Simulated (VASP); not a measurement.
# In (I4/mmm) in VASP: single point with LDA

Aim: the single point of In with LDA.

All numbers are computed with VASP 6.6.1; they aren't measurements. Logs are shortened: lines on timing, memory, paths and dates and some standing lists are left out, and cuts for length are marked.

## (1) The cell of the first run

The structure is tetragonal, space group I4/mmm (No. 139). Conventional cell: a = 3.389 Å, b = 3.389 Å, c = 4.595 Å, α = 90.00°, β = 90.00°, γ = 90.00°. In (site symmetry 4/mmm) has 12 In at 3.32 to 3.39 Å within 4.4 Å.

## (2) Single point, LDA

INCAR

```
SYSTEM = In
ALGO = Fast ; EDIFF = 1E-7
ENCUT = 520 ; GGA = CA
ISIF = 2 ; ISMEAR = 0
LASPH = .True. ; LCHARG = .True.
LELF = .True. ; LREAL = .False.
LVHAR = .True. ; LWAVE = .False.
NBANDS = 12 ; NELM = 100
PREC = Accurate ; SIGMA = 0.1
```

KPOINTS

```
k-points
0
Gamma
  8 8 8
  0 0 0
```

POSCAR

```
In
1.0
   -1.6947072700      1.6947072700      2.2973723900
    1.6947072700     -1.6947072700      2.2973723900
    1.6947072700      1.6947072700     -2.2973723900
In
1
Direct
    0.0000000000      0.0000000000      0.0000000000
```

Potentials or basis: VASP PAW LDA potentials, release 64 (In_d).

On the command line:

```console
cat potpaw_LDA.64/In_d/POTCAR > POTCAR
mpirun -np 1 vasp_std > vasp.out
```

OUTCAR:

```text
SYSTEM = In
   EDIFF = 1E-7
   ENCUT = 520
   GGA = CA
   ISIF = 2
   ISMEAR = 0
   LASPH = .True.
   LREAL = .False.
   NELM = 100
   PREC = Accurate

 ion  position               nearest neighbor table
   1  0.000  0.000  0.000-

  LATTYP: Found a body centered tetragonal cell.
 ALAT       =     3.3894145400
 C/A-ratio  =     1.3556160587

  Lattice vectors:

 A1 = (  -1.6947072700,   1.6947072700,   2.2973723900)
 A2 = (   1.6947072700,  -1.6947072700,   2.2973723900)
 A3 = (   1.6947072700,   1.6947072700,  -2.2973723900)

Analysis of symmetry for initial positions (statically):
=====================================================================
 Subroutine PRICEL returns:
 Original cell was already a primitive cell.

 Routine SETGRP: Setting up the symmetry group for a
 body centered tetragonal supercell.

 Subroutine GETGRP returns: Found 16 space group operations
 (whereof 16 operations were pure point group operations)
 out of a pool of 16 trial point group operations.

The static configuration has the point symmetry D_4h.

Analysis of symmetry for dynamics (positions and initial velocities):
=====================================================================
 Subroutine PRICEL returns:
 Original cell was already a primitive cell.

 Routine SETGRP: Setting up the symmetry group for a
 body centered tetragonal supercell.

 Subroutine GETGRP returns: Found 16 space group operations
 (whereof 16 operations were pure point group operations)
 out of a pool of 16 trial point group operations.

The dynamic configuration has the point symmetry D_4h.

 Subroutine INISYM returns: Found 16 space group operations
 (whereof 16 operations are pure point group operations),
 and found     1 'primitive' translations

----------------------------------------------------------------------------------------

                                     Primitive cell

  volume of cell :      26.3925

  direct lattice vectors                    reciprocal lattice vectors
    -1.694707270  1.694707270  2.297372390     0.000000000  0.295036204  0.217639945
     1.694707270 -1.694707270  2.297372390     0.295036204  0.000000000  0.217639945
     1.694707270  1.694707270 -2.297372390     0.295036204  0.295036204  0.000000000

  length of vectors
     3.319937554  3.319937554  3.319937554     0.366624477  0.366624477  0.417244201

  position of ions in fractional coordinates (direct lattice)
     0.000000000  0.000000000  0.000000000

  ion indices of the primitive-cell ions
   primitive index   ion index
                 1           1

----------------------------------------------------------------------------------------

 KPOINTS: k-points

Automatic generation of k-mesh.
 Grid dimensions read from file:
 generate k-points for:    8    8    8

 Generating k-lattice:

  Cartesian coordinates                     Fractional coordinates (reciprocal lattice)
     0.000000000  0.036879526  0.027204993     0.125000000 -0.000000000  0.000000000
     0.036879526  0.000000000  0.027204993    -0.000000000  0.125000000  0.000000000
     0.036879526  0.036879526  0.000000000     0.000000000  0.000000000  0.125000000

  Length of vectors
     0.045828060  0.045828060  0.052155525

  Shift w.r.t. Gamma in fractional coordinates (k-lattice)
     0.000000000  0.000000000  0.000000000

 Subroutine IBZKPT returns following result:
 ===========================================

 Found     59 irreducible k-points:

 Following reciprocal coordinates:
            Coordinates               Weight
  0.000000  0.000000  0.000000      1.000000
  0.125000  0.000000  0.000000      8.000000
  0.250000  0.000000  0.000000      8.000000
  0.375000  0.000000 -0.000000      8.000000
  0.500000  0.000000  0.000000      4.000000
  0.125000  0.125000  0.000000      8.000000
[... 16 lines left out ...]
  0.250000  0.125000  0.125000     16.000000
  0.375000  0.125000  0.125000      8.000000
 [... further k-points ...]
   k-points           NKPTS =     59   k-points in BZ     NKDIM =     59   number of bands    NBANDS=     12
   number of dos      NEDOS =    301   number of ions     NIONS =      1
   total plane-waves  NPLWV =  21952
   dimension x,y,z NGX =    28 NGY =   28 NGZ =   28
   dimension x,y,z NGXF=    56 NGYF=   56 NGZF=   56
   ions per type =               1
   NGX,Y,Z   is equivalent  to a cutoff of  14.02, 14.02, 14.02 a.u.
   NGXF,Y,Z  is equivalent  to a cutoff of  28.04, 28.04, 28.04 a.u.
 SYSTEM =  In
   PREC   = accura    normal or accurate (medium, high low for compatibility)
   ISTART =      0    job   : 0-new  1-cont  2-samecut
   ICHARG =      2    charge: 1-file 2-atom 10-const
   ISPIN  =      1    spin polarized calculation?
   LNONCOLLINEAR =      F non collinear calculations
   LSORBIT =      F    spin-orbit coupling
   LASPH  =      T    aspherical Exc in radial PAW
   ENCUT  =  520.0 eV  38.22 Ry    6.18 a.u.   6.17  6.17  6.17*2*pi/ulx,y,z
   NELM   =    100;   NELMIN=  2; NELMDL= -5     # of ELM steps
   EDIFF  = 0.1E-06   stopping-criterion for ELM
   LREAL  =      F    real-space projection
   EDIFFG = 0.1E-05   stopping-criterion for IOM
   NSW    =      0    number of steps for IOM
   IBRION =     -1    ionic relax: 0-MD 1-quasi-New 2-CG
   NFREE  =      0    steps in history (QN), initial steepest desc. (CG)
   ISIF   =      2    stress and relaxation
   ISYM   =      2    0-nonsym 1-usesym 2-fastsym
   POTIM  = 0.5000    time-step for ionic-motion
   TEBEG  =    0.0;   TEEND  =   0.0 temperature during run
   PSTRESS=    0.0 pullay stress
   NELECT =      13.0000    total number of electrons
   NUPDOWN=      -1.0000    fix difference up-down
   EMIN   =  10.00;   EMAX   =-10.00  energy-range for DOS
   EFERMI =   0.00;   METHOD = LEGACY
   ISMEAR =     0;   SIGMA  =   0.10  broadening in eV -4-tet -1-fermi 0-gaus
   EFERMI_NEDOS =   21; number of points for ismear=-14 and -15
   IALGO  =     68    algorithm
   IMIX   =      4    mixing-type and parameters
     AMIX     =   0.40;   BMIX     =  1.00
     AMIX_MAG =   1.60;   BMIX_MAG =  1.00
  volume/ion in A,a.u.               =      26.39       178.11
  Fermi-wavevector in a.u.,A,eV,Ry     =   1.292892  2.443212 22.743098  1.671571
  Thomas-Fermi vector in A             =   2.424572
   LORBIT       =      0    0 simple, 1 ext, 2 COOP (PROOUT), +10 PAW based schemes
   GGA     = CA    functional components
   LHFCALC =     F    Hartree Fock is set to
   AEXX    =    0.0000 exact exchange contribution
   IVDW    =     0    specifies the selected vdW correction
   LEPSILON=     F    determine dielectric tensor
   LRPA    =     F    only Hartree local field effects (RPA)
 non-spin polarized calculation
 RMM-DIIS sequential band-by-band and
 Gauss-broadening in eV      SIGMA  =   0.10
  energy-cutoff  :      520.00
  volume of cell :       26.39
 maximum number of plane-waves:       726
 NGX is ok and might be reduce to    28
   NGX = 13   NGY = 13   NGZ = 13

 number of electron      13.0000005 magnetization

 Free energy of the ion-electron system (eV)
  ---------------------------------------------------
  ext. energy  EPLUGINS =         0.00000000
  ---------------------------------------------------
  free energy    TOTEN  =        -3.18220426 eV

  energy without entropy =       -3.17745567  energy(sigma->0) =       -3.17982996

 E-fermi :   7.1804     XC(G=0): -10.4855

 val. band max:        7.1754853402   @ k =  -0.3750  -0.3750   0.1250
 cond. band min:       7.2196829301   @ k =   0.2500   0.2500   0.1250
 fundamental gap:      0.0441975899
 Fermi energy:         7.1803658893

 k-point     1 :       0.0000    0.0000    0.0000
  band No.  band energies     occupation
      1      -7.4416      2.00000
      2      -7.4416      2.00000
      3      -7.3848      2.00000
      4      -7.2786      2.00000
      5      -7.2270      2.00000
      6      -2.3860      2.00000
      7      17.4244      0.00000
      8      17.5373      0.00000
      9      17.5373      0.00000
     10      18.7478      0.00000
     11      21.0813      0.00000
     12      21.1183      0.00000

 k-point     2 :       0.1250    0.0000    0.0000
  band No.  band energies     occupation
      1      -7.4365      2.00000
      2      -7.4179      2.00000
      3      -7.3717      2.00000
      4      -7.2747      2.00000
      5      -7.2314      2.00000
      6      -2.0453      2.00000
      7      14.3935      0.00000
      8      16.9340      0.00000
      9      17.0360      0.00000
     10      18.4770      0.00000
     11      21.9201      0.00000
     12      22.0389      0.00000

 k-point     3 :       0.2500    0.0000    0.0000
  band No.  band energies     occupation
      1      -7.4480      2.00000
      2      -7.4042      2.00000
      3      -7.3574      2.00000
      4      -7.2199      2.00000
      5      -7.2078      2.00000
      6      -1.0062      2.00000
      7      10.2099      0.00000
      8      15.9652      0.00000
      9      16.3390      0.00000
     10      18.3680      0.00000
     11      20.7584      0.00000
     12      20.7593      0.00000

 k-point     4 :       0.3750    0.0000   -0.0000
  band No.  band energies     occupation
      1      -7.4746      2.00000
      2      -7.4255      2.00000
      3      -7.3767      2.00000
      4      -7.1424      2.00000
      5      -7.1275      2.00000
      6       0.7413      2.00000
      7       6.4790      2.00000
      8      15.2412      0.00000
      9      15.8392      0.00000
     10      18.2447      0.00000
     11      19.6958      0.00000
     12      19.8302      0.00000

 k-point     5 :       0.5000    0.0000    0.0000
  band No.  band energies     occupation
      1      -7.4883      2.00000
      2      -7.4374      2.00000
      3      -7.3888      2.00000
      4      -7.1100      2.00000
      5      -7.0853      2.00000
      6       2.7480      2.00000
      7       3.8014      2.00000
      8      14.9748      0.00000
      9      15.6611      0.00000
     10      18.1782      0.00000
     11      19.3433      0.00000
     12      19.5255      0.00000
[... 228 lines left out ...]
      1      -7.6430      2.00000
      2      -7.5428      2.00000
      3      -7.1095      2.00000
      4      -7.0809      2.00000
      5      -7.0417      2.00000
      6       4.6961      2.00000
      7       4.8015      2.00000
      8      11.1709      0.00000
      9      11.4102      0.00000
     10      14.7592      0.00000
     11      14.9683      0.00000
     12      28.5488      0.00000

 k-point    22 :       0.1250    0.1250    0.1250
  band No.  band energies     occupation
      1      -7.4900      2.00000
      2      -7.3924      2.00000
      3      -7.2914      2.00000
      4      -7.2446      2.00000
      5      -7.1549      2.00000
      6      -0.1069      2.00000
      7      10.5997      0.00000
      8      11.2979      0.00000
      9      14.2468      0.00000
     10      18.6136      0.00000
     11      18.8439      0.00000
     12      23.2739      0.00000

 k-point    23 :       0.2500    0.1250    0.1250
  band No.  band energies     occupation
      1      -7.4617      2.00000
      2      -7.4166      2.00000
      3      -7.2914      2.00000
      4      -7.2055      2.00000
      5      -7.1315      2.00000
      6       1.6222      2.00000
      7       7.3020      0.08528
      8      10.6340      0.00000
      9      12.6806      0.00000
     10      18.5510      0.00000
     11      21.1097      0.00000
     12      22.6575      0.00000

 k-point    24 :       0.3750    0.1250    0.1250
  band No.  band energies     occupation
      1      -7.4499      2.00000
      2      -7.4220      2.00000
      3      -7.2815      2.00000
      4      -7.2080      2.00000
      5      -7.1187      2.00000
      6       3.4906      2.00000
      7       4.8091      2.00000
      8      10.6396      0.00000
      9      11.9895      0.00000
     10      18.5340      0.00000
     11      21.0510      0.00000
     12      24.8632      0.00000

 [... further k-points ...]

------------------------ aborting loop because EDIFF is reached ----------------------------------------

  FORCE on cell =-STRESS in cart. coord.  units (eV):
  Direction    XX          YY          ZZ          XY          YZ          ZX
  --------------------------------------------------------------------------------------
  -------------------------------------------------------------------------------------
  Total       -0.2969141     -0.2969141     -0.7726882      0.0000000     -0.0000000      0.0000000
  in kB      -18.0243916    -18.0243916    -46.9066115      0.0000000     -0.0000000      0.0000000
  external PRESSURE =     -27.6517982 kB  Pullay stress =       0.0000000 kB

 VOLUME and BASIS-vectors are now :
 -----------------------------------------------------------------------------
  energy-cutoff  :      520.00
  volume of cell :       26.39
      direct lattice vectors                 reciprocal lattice vectors
    -1.694707270  1.694707270  2.297372390     0.000000000  0.295036204  0.217639945
     1.694707270 -1.694707270  2.297372390     0.295036204  0.000000000  0.217639945
     1.694707270  1.694707270 -2.297372390     0.295036204  0.295036204  0.000000000

 POSITION                                       TOTAL-FORCE (eV/Angst)
 -----------------------------------------------------------------------------------
      0.00000      0.00000      0.00000         0.000000      0.000000      0.000000
 -----------------------------------------------------------------------------------
    total drift:                               -0.000000     -0.000000     -0.000000

  FREE ENERGIE OF THE ION-ELECTRON SYSTEM (eV)
  ---------------------------------------------------
  free  energy   TOTEN  =        -3.1822042574 eV

  energy  without entropy=       -3.1774556680  energy(sigma->0) =       -3.17982996
```

Wall time 11 s (1 thread of Intel Xeon 6975P-C (Granite Rapids), shared host); peak memory 0.14 GiB.

Results:

```yaml
Free_energy: -3.1822 eV
Pressure: -2.8 GPa
```

Caveat: spin-orbit coupling is left out, which moves the levels of the heavy elements.
